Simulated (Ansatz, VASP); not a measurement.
One calculation of C, two programs

Contents of INCAR:

```
PREC     = Accurate       # precision mode
ENCUT    = 520            # plane-wave cutoff, eV
EDIFF    = 1E-6           # SCF threshold, eV
ISMEAR   = 0              # smearing method
SIGMA    = 0.05           # smearing width, eV
LREAL    = False          # projectors in reciprocal space
LASPH    = True           # aspherical terms in the spheres
NELM     = 100            # most SCF steps
ALGO     = Normal         # electronic algorithm
ISIF     = 2              # what is computed and relaxed
LWAVE    = False          # write WAVECAR
LCHARG   = True           # write CHGCAR
LELF     = True           # ELF
LVHAR    = True         
NBANDS   = 31             # bands
```

Contents of KPOINTS:

```
regular mesh
0
Gamma
  12 12 12
```

Contents of POSCAR:

```
C
1.0
    1.2456453758      0.7191736930      9.7411837249
   -1.2456453758      0.7191736930      9.7411837249
    0.0000000000     -1.4383473861      9.7411837249
C
10
Direct
    0.0248185525      0.0248185525      0.0248185525
    0.9751814475      0.9751814475      0.9751814475
    0.1086956498      0.1086956498      0.1086956498
    0.8913043502      0.8913043502      0.8913043502
    0.1583656632      0.1583656632      0.1583656632
    0.8416343368      0.8416343368      0.8416343368
    0.3748645769      0.3748645769      0.3748645769
    0.6251354231      0.6251354231      0.6251354231
    0.4253218689      0.4253218689      0.4253218689
    0.5746781311      0.5746781311      0.5746781311
```

Input for Ansatz:

```yaml
crystal:
  lattice:
    - [1.2456453758, 0.719173693, 9.7411837249]
    - [-1.2456453758, 0.719173693, 9.7411837249]
    - [0.0, -1.4383473861, 9.7411837249]
  atoms:
    - { symbol: C, position: [0.0248185525, 0.0248185525, 0.0248185525] }
    - { symbol: C, position: [0.9751814475, 0.9751814475, 0.9751814475] }
    - { symbol: C, position: [0.1086956498, 0.1086956498, 0.1086956498] }
    - { symbol: C, position: [0.8913043502, 0.8913043502, 0.8913043502] }
    - { symbol: C, position: [0.1583656632, 0.1583656632, 0.1583656632] }
    - { symbol: C, position: [0.8416343368, 0.8416343368, 0.8416343368] }
    - { symbol: C, position: [0.3748645769, 0.3748645769, 0.3748645769] }
    - { symbol: C, position: [0.6251354231, 0.6251354231, 0.6251354231] }
    - { symbol: C, position: [0.4253218689, 0.4253218689, 0.4253218689] }
    - { symbol: C, position: [0.5746781311, 0.5746781311, 0.5746781311] }
basis:
  ecutwfc: 420
kpoints:
  mp_grid: { grid: [12, 12, 12] }
hamiltonian:
  xc: lda
scf:
  occupations: { method: gaussian, width: 0.05 }
output:
  forces: true
  stress: true
  eigenvalues: true
```

Change from the starting cell: strain +0.000 along x and y, -0.050 along z, atoms carried along.

Alike in both runs: task single point; functional LDA; k mesh 12 × 12 × 12; occupations gaussian, width 0.05 eV; no spin polarisation.

|  | VASP | Ansatz |
| --- | --- | --- |
| version | VASP 6.6.1 | Ansatz 0.2.0 |
| potentials or method | VASP PAW LDA potentials, release 64 (C), cutoff 520 eV | scalar-relativistic, plane waves, PAW |
| valence electrons in the cell | 40 | 40 |

Ansatz gave:

```
gap on the k mesh at the Fermi level (eV)                     : 4.01
least direct gap on the mesh (eV)                             : 4.86
pressure (GPa)                                                : 28.3
traceless stress, the component that is largest in VASP (GPa) : 51.09
rms of the force components (eV/Å)                            : 0.295
```

Question: Estimate VASP's values.

Answer: gap on the k mesh at the Fermi level (eV): 4.01; least direct gap on the mesh (eV): 4.86; pressure (GPa): 30.2; traceless stress, the component that is largest in VASP (GPa): 51.29; rms of the force components (eV/Å): 0.303.

LDA's correlation is that of Perdew and Zunger in VASP and of Perdew and Wang (1992) in Ansatz. Atom by atom the forces differ by 0.008 eV/Å (rms over components). Both programs put the cell under a high pressure, so it lies far from rest at this level.
